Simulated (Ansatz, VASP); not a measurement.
# Two plane-wave programs on Ni

```xyz
1
Lattice="0.0000 1.7104 1.7104 1.7104 0.0000 1.7104 1.7104 1.7104 0.0000" Properties=species:S:1:pos:R:3 pbc="T T T"
Ni    0.0000    0.0000    0.0000
```

Alike in both runs: task single point; functional LDA; k mesh 17 × 17 × 17; occupations fermi-dirac, width 0.1 eV; no spin polarisation.

|  | VASP | Ansatz |
| --- | --- | --- |
| version | VASP 6.6.1 | Ansatz 0.2.0 |
| potentials or method | VASP PAW LDA potentials, release 64 (Ni), cutoff 600 eV | plane waves (420 eV) with PAW, scalar-relativistic |
| valence electrons in the cell | 10 | 18 |

VASP gave:

| Property | Result |
| --- | --- |
| pressure (GPa) | -0.2 |

Question: Estimate Ansatz's values.

Answer: Pressure (GPa): 0.0.

Ansatz warns that its potentials were made for another functional, while VASP's fit it. LDA's correlation is that of Perdew and Zunger in VASP and of Perdew and Wang (1992) in Ansatz. VASP's potentials hold 10 valence electrons a cell and Ansatz's 18, so a difference there can come from the potentials and not from the codes.
